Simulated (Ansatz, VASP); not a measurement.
# Fe in VASP and in Ansatz

File INCAR:

```
ALGO = Normal
EDIFF = 1E-7
EDIFFG = -0.01
ENCUT = 600
GGA = PS
IBRION = 2
ISIF = 3
ISMEAR = 0
LASPH = T
LCHARG = F
LREAL = F
LWAVE = F
NELM = 80
NSW = 100
PREC = Accurate
SIGMA = 0.1
```

KPOINTS

```
k-points
0
Gamma
  21 21 12
```

The input POSCAR:

```
Fe
1.0
    2.4341575853      0.0000000000      0.0000000000
   -1.2170787927      2.1080423057      0.0000000000
    0.0000000000      0.0000000000      3.8419344700
Fe
2
Direct
    0.3333333300      0.6666666700      0.2500000000
    0.6666666700      0.3333333300      0.7500000000
```

Input for Ansatz:

```yaml
crystal:
  lattice:
    - [2.4341575853, 0.0, 0.0]
    - [-1.2170787927, 2.1080423057, 0.0]
    - [0.0, 0.0, 3.84193447]
  atoms:
    - { symbol: Fe, position: [0.33333333, 0.66666667, 0.25] }
    - { symbol: Fe, position: [0.66666667, 0.33333333, 0.75] }
basis:
  ecutwfc: 420
kpoints:
  mp_grid: { grid: [21, 21, 12] }
hamiltonian:
  xc: pbesol
scf:
  occupations: { method: gaussian, width: 0.1 }
output:
  forces: true
  stress: true
  eigenvalues: true
relax:
  adjacent_minimum: "off"
  f_tol: 0.01
  max_steps: 80
  cell: { stress_tol: 0.05 }
```

Alike in both runs: task relaxation of cell and atoms; functional PBEsol; k mesh 21 × 21 × 12; occupations gaussian, width 0.1 eV; no spin polarisation.

|  | VASP | Ansatz |
| --- | --- | --- |
| version | VASP 6.6.1 | Ansatz 0.2.0 |
| potentials or method | VASP PAW PBE potentials, release 64 (Fe), cutoff 600 eV | scalar-relativistic, plane waves, PAW |
| valence electrons in the cell | 16 | 32 |

Ansatz gave:

- gap on the k mesh at the Fermi level, each at its own relaxed structure (eV): none
- relaxed volume (Å³/atom): 9.81
- relaxed cell length with the largest relative difference (Å): 3.841

Problem. What did VASP give for the same quantities?

Solution. gap on the k mesh at the Fermi level, each at its own relaxed structure (eV): none; relaxed volume (Å³/atom): 9.80; relaxed cell length with the largest relative difference (Å): 3.838.

VASP's potentials were made for PBE, not for PBEsol. A gap of «none» marks a metal or a gap that the smearing closes. VASP's potentials hold 16 valence electrons a cell and Ansatz's 32, so a difference there can come from the potentials and not from the codes.
